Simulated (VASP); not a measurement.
Here is a VASP 6.6.1 calculation.

Contents of INCAR:

```
SYSTEM = SrAlH3
PREC = Accurate ; ENCUT = 600
EDIFF = 1E-6 ; ISMEAR = 0
SIGMA = 0.05 ; LREAL = .False.
LASPH = .True. ; NELM = 60
ALGO = Normal ; ISIF = 3
LWAVE = .False. ; LCHARG = .False.
GGA = PE ; IBRION = 2
NSW = 80 ; EDIFFG = -0.02
```

File KPOINTS:

```
Automatic mesh
0
Gamma
  5 5 5
  0 0 0
```

POSCAR

```
SrAlH3
1.0
    4.5854600000      0.0000000000      0.0000000000
    0.0000000000      4.5854600000      0.0000000000
    0.0000000000      0.0000000000      4.5854600000
Sr Al H
1 1 3
Direct
    0.5000000000      0.5000000000      0.5000000000
    0.0000000000      0.0000000000      0.0000000000
    0.0000000000      0.5000000000      0.5000000000
    0.5000000000      0.5000000000      0.0000000000
    0.5000000000      0.0000000000      0.5000000000
```

Potentials or basis: VASP PAW PBE potentials, release 64 (Sr_sv, Al, H).

The run is started by

```sh
$ cat potpaw_PBE.64/Sr_sv/POTCAR potpaw_PBE.64/Al/POTCAR potpaw_PBE.64/H/POTCAR > POTCAR
$ mpirun -np 1 vasp_std > vasp.out
```

(1) Predict the space group after relaxing (to 0.1 Å).

(2) What does it give for the relaxed volume?

(3) Predict the relaxed cell.

(4) Estimate the band gap on the k mesh.

Answers

(1) Pm-3m (No. 221).

(2) 19.35 Å³/atom.

(3) a = 4.590 Å, b = 4.590 Å, c = 4.590 Å, α = 90.00°, β = 90.00°, γ = 90.00°.

(4) 0.57 eV (least direct gap 1.61 eV).

Caveat: an odd mesh through Γ misses points on the zone boundary, where band edges can lie.
